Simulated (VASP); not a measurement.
# Si32PC30 (a cell with a defect) in VASP: a series of runs, part 2 of 4

VASP 6.6.1. Earlier steps stand in the parts before.

### Step 3. Single point, PBE, collinear spin, zero start

INCAR reads:

```
SYSTEM = Si32PC30
ALGO = Normal
EDIFF = 1E-6
ENCUT = 520
GGA = PE
ISIF = 2
ISMEAR = 0
ISPIN = 2
LASPH = .TRUE.
LCHARG = .FALSE.
LORBIT = 11
LREAL = Auto
LWAVE = .FALSE.
MAGMOM = 0 0 0 0 0 0 0 0 0 0 0 0 0 0 0 0 0 0 0 0 0 0 0 0 0 0 0 0 0 0 0 0 0 0 0 0 0 0 0 0 0 0 0 0 0 0 0 0 0 0 0 0 0 0 0 0 0 0 0 0 0 0 0
NBANDS = 168
NELM = 150
PREC = Accurate
SIGMA = 0.05
```

KPOINTS reads:

```
k-points
0
G
  1 1 1
  0 0 0
```

POSCAR reads:

```
Si32PC30
1.0
    8.7079860000      0.0000000000      0.0000000000
    0.0000000000      8.7079860000      0.0000000000
    0.0000000000      0.0000000000      8.7079860000
Si C P
32 30 1
Direct
    0.6296506448      0.1192395119      0.1189735491
    0.8748313330      0.3742638080      0.1253030264
    0.8758373061      0.1212945221      0.3760096766
    0.1265305204      0.1221874955      0.1216690059
    0.3334786023      0.4154164924      0.0758994100
    0.6267059915      0.6223631963      0.1216634937
    0.8784536401      0.8704362869      0.1220089238
    0.3559630206      0.1115152229      0.3920578191
    0.6374076623      0.3929409165      0.3920486321
    0.8788130803      0.6236953068      0.3739494988
    0.6264476080      0.1224345101      0.6237218342
    0.8740721448      0.3727694326      0.6235289078
    0.8723056055      0.1216628047      0.8765693927
    0.1355971404      0.6133055336      0.1121366066
    0.3746336983      0.8740619243      0.1253091128
    0.1211562582      0.3657868766      0.3896501441
    0.3830549337      0.6276513306      0.3895975487
    0.6275714040      0.8730318354      0.3760088728
    0.1192730443      0.1180125921      0.6306217075
    0.3752853989      0.3736039539      0.6328496624
    0.6308667699      0.6296059732      0.6306160805
    0.8752967678      0.8735889102      0.6243746832
    0.3759674166      0.1202840703      0.8734840639
    0.6285952917      0.3729157351      0.8734844084
    0.8740999354      0.6244010957      0.8753042322
    0.1252186212      0.8700875266      0.3739478911
    0.1257632936      0.6231255999      0.6267469883
    0.3761129152      0.8747955038      0.6235137493
    0.1167032193      0.3728335117      0.8677650607
    0.3760591714      0.6321925644      0.8677641420
    0.6272293042      0.8765845512      0.8765633064
    0.1244858455      0.8747904510      0.8753036580
    0.4998670186     -0.0015807329      0.0014825472
    0.7504685929      0.2490268129      0.0014842697
    0.7519550445     -0.0030828024      0.2492795694
   -0.0002531010     -0.0015104526     -0.0003348650
    0.2415914541      0.2443125196     -0.0128740446
    0.5045789003      0.5072998510     -0.0128786381
    0.7504031357      0.7491449803     -0.0003400327
    0.2480975509     -0.0041554959      0.2499470027
    0.7530728690      0.5008155732      0.2499404570
    0.5011647929     -0.0016394147      0.4984956338
    0.7505230256      0.2477158323      0.4984940261
    0.7505235998     -0.0016297684      0.7488225176
   -0.0041991340      0.4960852027     -0.0028341800
    0.2528093178      0.7531002002     -0.0028364768
    0.0048736872      0.2497981738      0.2492073368
    0.4990772838      0.7439912053      0.2492061884
    0.0005615535     -0.0041590558      0.4991422816
    0.2454614649      0.2464852378      0.5157245315
    0.5024052634      0.5034103178      0.5157140813
    0.7530394514      0.7483266510      0.4991451525
    0.2505990478     -0.0042040720      0.7482111248
    0.5028153467      0.2460651636      0.7512346713
    0.7530828598      0.4982865154      0.7482197376
    0.0076618176      0.7412463686      0.2461824123
    0.0014780685      0.4991763882      0.5021750150
    0.2497176729      0.7473815415      0.5021546888
   -0.0075750007      0.2455318601      0.7481523282
    0.2491663400      0.4997270322      0.7514514837
    0.5033594450      0.7564635497      0.7481460122
    0.0000538586      0.7488343459      0.7503778715
    0.4609126611      0.2880058604      0.2508433064
```

Potentials or basis: VASP PAW PBE potentials, release 64 (Si, C, P).

The run is started by

```
$ cat potpaw_PBE.64/Si/POTCAR potpaw_PBE.64/C/POTCAR potpaw_PBE.64/P/POTCAR > POTCAR
$ mpirun -np 1 vasp_gam > vasp.out
```

OUTCAR:

```text
SYSTEM = Si32PC30
   EDIFF = 1E-6
   ENCUT = 520
   GGA = PE
   ISIF = 2
   ISMEAR = 0
   ISPIN = 2
   LASPH = .TRUE.
   LORBIT = 11
   LREAL = Auto
   NELM = 150
   PREC = Accurate

 ion  position               nearest neighbor table
   1  0.630  0.119  0.119-  34 1.85  33 1.85  35 1.89  63 2.37  13 2.99  31 2.99   7 3.06  24 3.07
                            23 3.07  15 3.08   2 3.08   3 3.10  18 3.10
   2  0.875  0.374  0.125-  45 1.87  41 1.88  34 1.88  47 1.90   6 3.06  24 3.07  10 3.07  29 3.08
                            25 3.08   1 3.08  14 3.08  13 3.09   3 3.10   4 3.10   9 3.11  16 3.15
   3  0.876  0.121  0.376-  49 1.88  43 1.88  35 1.89  47 1.93  16 3.02  22 3.05  18 3.06  11 3.06
                            19 3.07  12 3.07  26 3.08   1 3.10   2 3.10   7 3.11   4 3.11
   4  0.127  0.122  0.122-  37 1.87  36 1.87  40 1.89  47 1.89  32 3.04  15 3.06  23 3.06  13 3.08
                             7 3.08   8 3.09   2 3.10  26 3.11  29 3.11   3 3.11
   5  0.333  0.415  0.076-  38 1.86  37 1.86  63 2.19  14 2.46  29 2.64  30 2.64  24 3.14  23 3.14

   6  0.627  0.622  0.122-  38 1.87  39 1.87  41 1.89  48 1.89  25 3.04   2 3.06  24 3.06  31 3.08
                             7 3.08   9 3.09  15 3.10  10 3.11  30 3.11  18 3.11
   7  0.878  0.870  0.122-  36 1.87  39 1.87  35 1.91  56 1.92  32 3.03  25 3.03  13 3.06  31 3.06
                             1 3.06  10 3.07  26 3.07   6 3.08   4 3.08   3 3.11  18 3.11
   8  0.356  0.112  0.392-  40 1.85  42 1.85  50 1.86  63 2.17  28 2.89  26 2.91  19 2.93  16 3.01
                             4 3.09  11 3.10  20 3.10  15 3.11
   9  0.637  0.393  0.392-  41 1.85  43 1.85  51 1.86  63 2.17  12 2.89  10 2.91  21 2.93  17 3.01
                             6 3.09  11 3.10  20 3.10   2 3.11
  10  0.879  0.624  0.374-  41 1.87  56 1.88  57 1.89  52 1.89   9 2.91  26 3.03   2 3.07   7 3.07
                            27 3.08  22 3.08  12 3.08  18 3.08  16 3.08   6 3.11  21 3.11
  11  0.626  0.122  0.624-  44 1.88  42 1.88  43 1.88  54 1.88   3 3.06  18 3.06  22 3.06  12 3.07
                            28 3.07  31 3.07  13 3.07  23 3.08  24 3.08  20 3.09   8 3.10   9 3.10
  12  0.874  0.373  0.624-  59 1.86  55 1.87  43 1.88  57 1.89   9 2.89  16 2.96  29 3.00  24 3.05
                            11 3.07   3 3.07  19 3.08  21 3.08  10 3.08  27 3.09  25 3.10  13 3.10
  13  0.872  0.122  0.877-  59 1.87  44 1.87  36 1.88  34 1.88   1 2.99  31 3.02  19 3.04  24 3.05
                            29 3.05   7 3.06  11 3.07  32 3.07   4 3.08  22 3.08   2 3.09  12 3.10
  14  0.136  0.613  0.112-  46 1.88  45 1.88  56 1.96   5 2.46  30 2.99  29 2.99  32 3.07  25 3.07
                            15 3.08   2 3.08
  15  0.375  0.874  0.125-  46 1.87  40 1.88  33 1.88  48 1.90   4 3.06  23 3.07  26 3.07  30 3.08
                            32 3.08   1 3.08  14 3.08  31 3.09  18 3.10   6 3.10   8 3.11  17 3.15
  16  0.121  0.366  0.390-  57 1.84  50 1.86  47 1.88  12 2.96  19 3.01   8 3.01   3 3.02  27 3.05
                            20 3.06  10 3.08   2 3.15
  17  0.383  0.628  0.390-  58 1.84  51 1.86  48 1.88  28 2.96  21 3.01   9 3.01  18 3.02  27 3.05
                            20 3.06  26 3.08  15 3.15
  18  0.628  0.873  0.376-  52 1.88  42 1.88  35 1.89  48 1.93  17 3.02  22 3.05   3 3.06  11 3.06
                            21 3.07  28 3.07  10 3.08   1 3.10  15 3.10   7 3.11   6 3.11
  19  0.119  0.118  0.631-  50 1.86  53 1.87  59 1.87  49 1.87   8 2.93  32 3.00  22 3.01  16 3.01
                            29 3.03  13 3.04   3 3.07  23 3.08  12 3.08  28 3.08  26 3.11
  20  0.375  0.374  0.633-  60 1.87  54 1.88  51 1.88  50 1.88  29 3.04  30 3.04  24 3.04  23 3.04
                            17 3.06  16 3.06  27 3.07  11 3.09   8 3.10   9 3.10
  21  0.631  0.630  0.631-  51 1.86  55 1.87  61 1.87  52 1.87   9 2.93  25 3.00  22 3.01  17 3.01
                            30 3.03  31 3.04  18 3.07  24 3.08  28 3.08  12 3.08  10 3.11
  22  0.875  0.874  0.624-  52 1.87  49 1.87  44 1.88  62 1.89  19 3.01  21 3.01   3 3.05  18 3.05
                            11 3.06  25 3.08  32 3.08  31 3.08  13 3.08  10 3.08  26 3.08  27 3.08
  23  0.376  0.120  0.873-  37 1.87  33 1.88  54 1.88  53 1.89  20 3.04  31 3.05  28 3.05  32 3.06
[... 48 lines left out ...]
  62  0.000  0.749  0.750-  27 1.89  25 1.89  32 1.89  22 1.89
  63  0.461  0.288  0.251-   9 2.17   8 2.17   5 2.19   1 2.37

  LATTYP: Found a simple cubic cell.
 ALAT       =     8.7079860000

  Lattice vectors:

 A1 = (   8.7079860000,   0.0000000000,   0.0000000000)
 A2 = (   0.0000000000,   8.7079860000,   0.0000000000)
 A3 = (   0.0000000000,   0.0000000000,   8.7079860000)

[... 271 lines left out ...]
  energy-cutoff  :      520.00
  volume of cell :      660.32
 maximum number of plane-waves:      8923
 NGX is ok and might be reduce to    70
   NGX = 33   NGY = 33   NGZ = 33

 number of electron     253.0000003 magnetization       0.0001249

 number of electron     253.0000003 magnetization      -0.0001564

 Free energy of the ion-electron system (eV)
  ---------------------------------------------------
  ext. energy  EPLUGINS =         0.00000000
  ---------------------------------------------------
  free energy    TOTEN  =      -459.70457335 eV

  energy without entropy =     -459.67636387  energy(sigma->0) =     -459.69046861

 E-fermi :   9.4886     XC(G=0): -11.3586

 val. band max:        9.4886362210   @ k =   0.0000   0.0000   0.0000
 cond. band min:       9.4886563851   @ k =   0.0000   0.0000   0.0000
 fundamental gap:      0.0000201641
 Fermi energy:         9.4886463031

 spin component 1

 k-point     1 :       0.0000    0.0000    0.0000
  band No.  band energies     occupation
      1      -7.2488      1.00000
      2      -5.7821      1.00000
      3      -5.7581      1.00000
      4      -5.7185      1.00000
      5      -5.6791      1.00000
      6      -5.5210      1.00000
[... 130 lines left out ...]
    137      12.3472      0.00000
    138      12.3962      0.00000
 Fermi energy:         9.4886463031

 spin component 2

 k-point     1 :       0.0000    0.0000    0.0000
  band No.  band energies     occupation
      1      -7.2488      1.00000
      2      -5.7821      1.00000
      3      -5.7581      1.00000
      4      -5.7186      1.00000
      5      -5.6791      1.00000
      6      -5.5210      1.00000
[... 130 lines left out ...]
    137      12.3472      0.00000
    138      12.3962      0.00000
 [bands above 138 left out]

------------------------ aborting loop because EDIFF is reached ----------------------------------------

  FORCE on cell =-STRESS in cart. coord.  units (eV):
  Direction    XX          YY          ZZ          XY          YZ          ZX
  --------------------------------------------------------------------------------------
  -------------------------------------------------------------------------------------
  Total       24.8363676     24.8029941     34.9309929      6.5650820     -1.3467064      1.3206345
  in kB       60.2622711     60.1812947     84.7555890     15.9293322     -3.2676110      3.2043507
  external PRESSURE =      68.3997183 kB  Pullay stress =       0.0000000 kB

 VOLUME and BASIS-vectors are now :
 -----------------------------------------------------------------------------
  energy-cutoff  :      520.00
  volume of cell :      660.32
      direct lattice vectors                 reciprocal lattice vectors
     8.707986000  0.000000000  0.000000000     0.114837116  0.000000000  0.000000000
     0.000000000  8.707986000  0.000000000     0.000000000  0.114837116  0.000000000
     0.000000000  0.000000000  8.707986000     0.000000000  0.000000000  0.114837116

 POSITION                                       TOTAL-FORCE (eV/Angst)
 -----------------------------------------------------------------------------------
      5.48299      1.03834      1.03602        -0.116346      0.114136     -0.061480
      7.61802      3.25908      1.09114        -0.017768      0.009115     -0.010709
      7.62678      1.05623      3.27429        -0.041217      0.029568      0.010073
      1.10183      1.06401      1.05949        -0.029427     -0.013172      0.027285
      2.90393      3.61744      0.66093         0.007007     -0.008647      0.500304
      5.45735      5.41953      1.05944         0.013519      0.030016      0.026779
[... 55 lines left out ...]
      0.00047      6.52084      6.53428        -0.020808      0.018031      0.009555
      4.01362      2.50795      2.18434         1.487180     -1.489455     -0.712853
 -----------------------------------------------------------------------------------
    total drift:                               -0.009573      0.017107     -0.010318

  FREE ENERGIE OF THE ION-ELECTRON SYSTEM (eV)
  ---------------------------------------------------
  free  energy   TOTEN  =      -459.7045733471 eV

  energy  without entropy=     -459.6763638690  energy(sigma->0) =     -459.69046861

 total charge

# of ion       s       p       d       tot
------------------------------------------
    1        0.709   0.958   0.000   1.667
    2        0.697   0.975   0.000   1.672
    3        0.698   0.962   0.000   1.660
    4        0.696   0.971   0.000   1.667
    5        0.746   0.942   0.000   1.688
    6        0.696   0.971   0.000   1.667
[... 55 lines left out ...]
   62        0.839   1.720   0.000   2.559
   63        1.032   1.674   0.000   2.706
--------------------------------------------------
tot         48.683  84.541   0.000 133.224

 magnetization (x)

# of ion       s       p       d       tot
------------------------------------------
    1        0.000   0.000   0.000   0.000
    2        0.000   0.000   0.000   0.000
    3        0.000   0.000   0.000   0.000
    4        0.000   0.000   0.000   0.000
    5       -0.000  -0.000   0.000  -0.000
    6        0.000   0.000   0.000   0.000
[... 55 lines left out ...]
   62       -0.000  -0.000   0.000  -0.000
   63       -0.000  -0.000   0.000  -0.000
--------------------------------------------------
tot         -0.000  -0.000   0.000  -0.000
```

It took 13 min on 1 thread of Oxide Virtual Turin-like, shared host; peak memory 0.94 GiB.

What came out:

```
Free energy                                           : -459.7046 eV
Pressure                                              : 6.8 GPa
Largest force                                         : 2.222 eV/Å
Net moment                                            : 0.00 μB per cell
Valence electrons inside the program's atomic spheres : Si 1.67, 1.66, 1.69, 1.72, 1.68, 1.62 (each value once); C 2.57, 2.53, 2.52, 2.56, 2.58, 2.51, 2.59 (each value once); P 2.71
```

Forces in eV/Å, atoms in the order of the input:
```
Si  -0.116  0.114 -0.061
Si  -0.018  0.009 -0.011
Si  -0.041  0.030  0.010
Si  -0.029 -0.013  0.027
Si   0.007 -0.009  0.500
Si   0.014  0.030  0.027
Si  -0.061  0.061  0.012
Si  -0.069 -0.127  0.048
Si   0.129  0.067  0.049
Si  -0.023  0.033  0.009
Si  -0.004  0.005 -0.007
Si  -0.014  0.008  0.053
Si   0.010  0.015 -0.002
Si  -0.042  0.040 -0.022
Si  -0.012  0.015 -0.012
Si  -0.108  0.121 -0.032
Si  -0.121  0.111 -0.030
Si  -0.028  0.041  0.008
Si   0.019  0.108 -0.104
Si  -0.027  0.025 -0.069
Si  -0.110 -0.021 -0.105
Si  -0.033  0.032  0.003
Si  -0.012  0.051  0.054
Si  -0.052  0.010  0.051
Si  -0.039  0.027  0.006
Si  -0.032  0.022  0.010
Si  -0.015  0.015  0.019
Si  -0.009  0.015  0.051
Si   0.069  0.022  0.052
Si  -0.023 -0.070  0.050
Si  -0.016 -0.011 -0.001
Si  -0.025  0.037  0.006
C   -0.011 -0.030 -0.022
C    0.033  0.010 -0.024
C   -0.087  0.104 -0.030
C   -0.014  0.016  0.019
C    0.015  0.069  0.170
C   -0.075 -0.016  0.165
C   -0.010  0.016  0.018
C   -0.077 -0.039 -0.001
C    0.048  0.071  0.001
C   -0.024 -0.046  0.070
C    0.047  0.023  0.075
C   -0.019  0.027  0.006
C    0.012  0.001  0.012
C    0.002 -0.008  0.013
C   -0.027  0.021  0.002
C   -0.027  0.028 -0.001
C   -0.021  0.035 -0.002
C    0.062  0.144 -0.215
C   -0.147 -0.063 -0.215
C   -0.035  0.022  0.001
C   -0.027  0.117 -0.010
C   -0.039  0.028 -0.007
C   -0.105  0.032 -0.009
C   -0.008  0.013  0.019
C   -0.063  0.063  0.057
C   -0.065  0.060  0.044
C    0.061  0.018 -0.006
C   -0.006  0.001 -0.017
C   -0.031 -0.059 -0.002
C   -0.021  0.018  0.010
P    1.487 -1.489 -0.713
```

Levels at points of the mesh, in eV from the Fermi level:
Spin up:
```
           k point  band 124  band 125  band 126  band 127  band 128  band 129
(0.00, 0.00, 0.00)     -1.39     -1.37     -0.40      0.00      0.23      0.41
```
Spin down:
| k point | band 125 | band 126 | band 127 | band 128 | band 129 | band 130 |
| --- | --- | --- | --- | --- | --- | --- |
| (0.00, 0.00, 0.00) | -1.37 | -0.40 | 0.00 | 0.23 | 0.41 | 1.06 |

Caveat: the k points lie up to 0.72 Å⁻¹ apart; no moment was typed at the start, so none could form.

(Continued in part 3 of 4.)
